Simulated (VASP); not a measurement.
TaN, 2 atoms in the cell. It takes space group Fm-3m (No. 225, cubic). The conventional cell has a = 4.332 Å, b = 4.332 Å, c = 4.332 Å, α = 90.00°, β = 90.00°, γ = 90.00°. Within 2.9 Å of Ta (site symmetry m-3m) lie 6 N at 2.17 Å. Within 2.9 Å of N (site symmetry m-3m) lie 6 Ta at 2.17 Å. 

* Program: VASP 6.6.1
* Task: single point
* Functional: HSE06
* Potentials or basis: VASP PAW PBE potentials, release 64 (Ta_pv, N)
* Cutoff: 520 eV
* k mesh: 6 × 6 × 6
* Occupations: fermi-dirac, width 0.05 eV
* Spin: no spin polarisation
* Dipole correction: no
* Grid for exact exchange (PRECFOCK): Normal
* Further INCAR settings: ALGO = Normal; EDIFF = 1e-06; NBANDS = 15
* Share of exact exchange: 0.25
* Screening parameter: 0.2079 1/Å

Potentials or basis: VASP PAW PBE potentials, release 64 (Ta_pv, N).

Command:

```sh
$ cat potpaw_PBE.64/Ta_pv/POTCAR potpaw_PBE.64/N/POTCAR > POTCAR
$ cp INCAR.step1 INCAR
$ mpirun -np 1 vasp_std > vasp.out
$ cp INCAR.step2 INCAR
$ mpirun -np 1 vasp_std > vasp.out
```

Hardware: 1 thread of Intel(R) Xeon(R) Platinum 8488C (Sapphire Rapids), on a shared host.

Problem. Estimate the wall time of this run.

Solution. Run time: 16 min on 1 thread of Intel(R) Xeon(R) Platinum 8488C (Sapphire Rapids), with other jobs on the host, peak memory 0.26 GiB. Counts: k points 16.
